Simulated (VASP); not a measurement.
# CoO in VASP: a series of runs

Aim: see how the results for CoO move with the level of theory and the settings. Levels: revPBE+D4+U, PBE+U, PBE+D4+U. Tasks: single point, relaxation of cell and atoms.

Program: VASP 6.6.1. These are calculated values, not measurements. Logs are shortened: lines on timing, memory, paths and dates and some standing lists are left out, and cuts for length are marked.

### 1 The cell of the first run

The structure is tetragonal, space group I4/mmm (No. 139). The conventional cell has a = 3.016 Å, b = 3.016 Å, c = 4.214 Å, α = 90.00°, β = 90.00°, γ = 90.00°. Co (site symmetry 4/mmm) has 6 O at 2.11 to 2.13 Å within 2.8 Å. O (site symmetry 4/mmm) has 6 Co at 2.11 to 2.13 Å within 2.8 Å.

### 2 Single point, revPBE+D4+U, collinear spin, ferromagnetic start

File INCAR:

```
ALGO = Normal
EDIFF = 1E-6
ENCUT = 520
GGA = RE
ISIF = 2
ISMEAR = 0
ISPIN = 2
IVDW = 13
LASPH = T
LCHARG = F
LDAU = T
LDAUJ = 0 0
LDAUL = 2 -1
LDAUPRINT = 1
LDAUTYPE = 2
LDAUU = 5.3 0
LMAXMIX = 4
LORBIT = 11
LREAL = F
LWAVE = F
MAGMOM = 2 0
NBANDS = 18
NELM = 150
PREC = Accurate
SIGMA = 0.02
```

File KPOINTS:

```
k-points
0
Gamma
  12 12 12
```

File POSCAR:

```
CoO
1.0
   -1.5080000000      1.5080000000      2.1072475377
    1.5080000000     -1.5080000000      2.1072475377
    1.5080000000      1.5080000000     -2.1072475377
Co O
1 1
Direct
    0.0000000000      0.0000000000      0.0000000000
    0.5000000000      0.5000000000      0.0000000000
```

Potentials or basis: VASP PAW PBE potentials, release 64 (Co, O).

Launch:

```sh
$ cat potpaw_PBE.64/Co/POTCAR potpaw_PBE.64/O/POTCAR > POTCAR
$ mpirun -np 1 vasp_std > vasp.out
```

OUTCAR:

```text
EDIFF = 1E-6
   ENCUT = 520
   GGA = RE
   ISIF = 2
   ISMEAR = 0
   ISPIN = 2
   IVDW = 13
   LASPH = T
   LORBIT = 11
   LREAL = F
   NELM = 150
   PREC = Accurate

 ion  position               nearest neighbor table
   1  0.000  0.000  0.000-   2 2.11   2 2.11   2 2.13   2 2.13   2 2.13   2 2.13
   2  0.500  0.500  0.000-   1 2.11   1 2.11   1 2.13   1 2.13   1 2.13   1 2.13

  LATTYP: Found a body centered tetragonal cell.
 ALAT       =     3.0160000000
 C/A-ratio  =     1.3973790038

  Lattice vectors:

 A1 = (  -1.5080000000,   1.5080000000,   2.1072475377)
 A2 = (   1.5080000000,  -1.5080000000,   2.1072475377)
 A3 = (   1.5080000000,   1.5080000000,  -2.1072475377)

Analysis of symmetry for initial positions (statically):
=====================================================================
 Subroutine PRICEL returns:
 Original cell was already a primitive cell.

 Routine SETGRP: Setting up the symmetry group for a
 body centered tetragonal supercell.

 Subroutine GETGRP returns: Found 16 space group operations
 (whereof 16 operations were pure point group operations)
 out of a pool of 16 trial point group operations.

The static configuration has the point symmetry D_4h.

Analysis of symmetry for dynamics (positions and initial velocities):
=====================================================================
 Subroutine PRICEL returns:
 Original cell was already a primitive cell.

 Routine SETGRP: Setting up the symmetry group for a
 body centered tetragonal supercell.

 Subroutine GETGRP returns: Found 16 space group operations
 (whereof 16 operations were pure point group operations)
 out of a pool of 16 trial point group operations.

The dynamic configuration has the point symmetry D_4h.

Analysis of structural, dynamic, and magnetic symmetry:
=====================================================================
[... 176 lines left out ...]
  o =  0.1265  v =  0.0000  0.0000  0.0000  0.0000  0.0000  0.0000  0.0000 -1.0000  0.0000 -0.0000      0.0000  0.0000  0.0000  0.0000  0.0000  0.0000  0.0000  0.0000  0.0000  0.0000
  o =  0.4945  v =  0.0000  0.0000  0.0000  0.0000  0.0000  0.0000 -0.0749 -0.0000  0.9972 -0.0000      0.0000  0.0000  0.0000  0.0000  0.0000  0.0000  0.0000  0.0000  0.0000  0.0000
  o =  0.4945  v =  0.0000  0.0000  0.0000  0.0000  0.0000  0.0000 -0.9972 -0.0000 -0.0749  0.0000      0.0000  0.0000  0.0000  0.0000  0.0000  0.0000  0.0000  0.0000  0.0000  0.0000
  o =  0.9687  v =  0.0000  0.0000  0.0000  0.0000  0.0000  0.0000  0.0000 -0.0000  0.0000  1.0000      0.0000  0.0000  0.0000  0.0000  0.0000  0.0000  0.0000  0.0000  0.0000  0.0000
  o =  0.9740  v =  0.0000  0.0000 -0.0000 -0.0000 -1.0000  0.0000  0.0000  0.0000  0.0000  0.0000      0.0000  0.0000  0.0000  0.0000  0.0000  0.0000  0.0000  0.0000  0.0000  0.0000
  o =  0.9762  v =  0.0000  0.9767 -0.0000 -0.2145  0.0000  0.0000  0.0000  0.0000  0.0000  0.0000      0.0000  0.0000  0.0000  0.0000  0.0000  0.0000  0.0000  0.0000  0.0000  0.0000
  o =  0.9762  v =  0.0000 -0.2145 -0.0000 -0.9767 -0.0000  0.0000  0.0000  0.0000  0.0000  0.0000      0.0000  0.0000  0.0000  0.0000  0.0000  0.0000  0.0000  0.0000  0.0000  0.0000
  o =  1.0207  v =  1.0000  0.0000  0.0000  0.0000  0.0000  0.0000  0.0000  0.0000  0.0000  0.0000      0.0000  0.0000  0.0000  0.0000  0.0000  0.0000  0.0000  0.0000  0.0000  0.0000
  o =  1.0250  v =  0.0000 -0.0000 -1.0000  0.0000  0.0000  0.0000  0.0000  0.0000  0.0000  0.0000      0.0000  0.0000  0.0000  0.0000  0.0000  0.0000  0.0000  0.0000  0.0000  0.0000

 number of electron      15.0000006 magnetization       3.0000149

 Free energy of the ion-electron system (eV)
  ---------------------------------------------------
  ext. energy  EPLUGINS =         0.00000000
  ---------------------------------------------------
  free energy    TOTEN  =        -9.98606846 eV

  energy without entropy =       -9.98561225  energy(sigma->0) =       -9.98584036

 E-fermi :   7.9221     XC(G=0): -12.2893

 val. band max:        7.9210412825   @ k =  -0.2500   0.5000   0.1667
 cond. band min:       7.9228424071   @ k =   0.4167   0.0000  -0.0000
 fundamental gap:      0.0018011246
 Fermi energy:         7.9221473738

 spin component 1

 k-point     1 :       0.0000    0.0000    0.0000
  band No.  band energies     occupation
      1     -11.8865      1.00000
      2       1.4892      1.00000
      3       1.9441      1.00000
      4       1.9988      1.00000
      5       1.9988      1.00000
      6       2.9408      1.00000
[... 1001 lines left out ...]
     17      36.0646      0.00000
     18      37.6492      0.00000

 [... further k-points ...]

------------------------ aborting loop because EDIFF is reached ----------------------------------------

  DFT-D4 for vdW energy calculation

  Edisp (eV):   -1.07019

  FORCE on cell =-STRESS in cart. coord.  units (eV):
  Direction    XX          YY          ZZ          XY          YZ          ZX
  --------------------------------------------------------------------------------------
  -------------------------------------------------------------------------------------
  Total       0.00377     0.00377    -0.86994     0.00000    -0.00000     0.00000
  in kB       0.31471     0.31471   -72.71438     0.00000    -0.00000     0.00000
  external pressure =      -24.03 kB  Pullay stress =        0.00 kB

 VOLUME and BASIS-vectors are now :
 -----------------------------------------------------------------------------
  energy-cutoff  :      520.00
  volume of cell :       19.17
      direct lattice vectors                 reciprocal lattice vectors
    -1.508000000  1.508000000  2.107247538     0.000000000  0.331564987  0.237276348
     1.508000000 -1.508000000  2.107247538     0.331564987  0.000000000  0.237276348
     1.508000000  1.508000000 -2.107247538     0.331564987  0.331564987  0.000000000

 POSITION                                       TOTAL-FORCE (eV/Angst)
 -----------------------------------------------------------------------------------
      0.00000      0.00000      0.00000        -0.000000      0.000000     -0.000000
      0.00000      0.00000      2.10725         0.000000     -0.000000      0.000000
 -----------------------------------------------------------------------------------
    total drift:                               -0.000000      0.000000     -0.000000

  FREE ENERGIE OF THE ION-ELECTRON SYSTEM (eV)
  ---------------------------------------------------
  free  energy   TOTEN  =       -11.0562567743 eV

  energy  without entropy=      -11.0558005675  energy(sigma->0) =      -11.05602867

 total charge

# of ion       s       p       d       tot
------------------------------------------
    1        0.304   0.373   7.136   7.812
    2        1.554   3.474   0.000   5.028
--------------------------------------------------
tot          1.858   3.847   7.136  12.840

 magnetization (x)

# of ion       s       p       d       tot
------------------------------------------
    1        0.020   0.017   2.780   2.818
    2        0.019   0.177   0.000   0.197
--------------------------------------------------
tot          0.040   0.195   2.780   3.014
```

Run time: 3.7 min. Hardware: 1 thread of AMD EPYC 7R13, shared host; peak memory 0.19 GiB.

Results:

- Free energy: -11.0563 eV
- Pressure: -2.4 GPa
- Band gap on the k mesh: zero (filled and empty bands overlap)
- Net moment: 3.00 μB per cell
- Site moments: Co +2.82; O +0.20 μB
- Valence electrons inside the program's atomic spheres: Co 7.81; O 5.03
- Dispersion energy per atom: -0.535 eV

Stress tensor (GPa, compression positive):
```
 0.03  0.00  0.00
 0.00  0.03  0.00
 0.00  0.00 -7.27
```

Levels at points of the mesh, in eV from the Fermi level:
Spin up:
```csv
k point,band 7,band 8,band 9,band 10,band 11,band 12
"(0.00, 0.00, 0.00)",-2.69,-2.53,-2.53,1.40,16.70,16.70
"(0.50, 0.00, 0.00)",-3.67,-0.87,-0.78,5.43,9.77,13.63
"(0.50, 0.50, 0.00)",-4.11,-3.96,-3.74,6.10,10.36,10.53
"(0.50, 0.50, 0.50)",-5.06,-3.85,-3.85,6.16,10.42,10.73
```
Spin down:
```tsv
k point	band 2	band 3	band 4	band 5	band 6	band 7	band 8	band 9	band 10	band 11
(0.00, 0.00, 0.00)	-3.47	-2.26	-2.16	-2.16	-1.03	-1.03	1.76	1.98	2.58	17.01
(0.50, 0.00, 0.00)	-7.46	-4.16	-3.77	-2.11	0.06	0.21	4.20	4.78	5.64	10.54
(0.50, 0.50, 0.00)	-6.09	-3.55	-3.39	-2.45	-2.12	0.20	2.42	3.39	7.15	10.66
(0.50, 0.50, 0.50)	-6.14	-4.40	-3.49	-3.49	0.19	0.19	2.73	3.13	7.18	10.78
```

Eigenvalues of the final occupation matrices:
```
    site  spin  trace               eigenvalues
site 1 d     1   4.97  0.97 0.98 0.98 1.02 1.02
site 1 d     2   2.19  0.10 0.13 0.49 0.49 0.97
```

Caveat: the PAW data sets were made with another functional, which shifts forces and pressure a little; a cell with one magnetic atom can't hold antiferromagnetic order, which such compounds often take; pairwise dispersion overbinds metals, which lowers pressure and volume. The state reached can hang on the start; a lower one may exist.

[end of part 1 of 2]
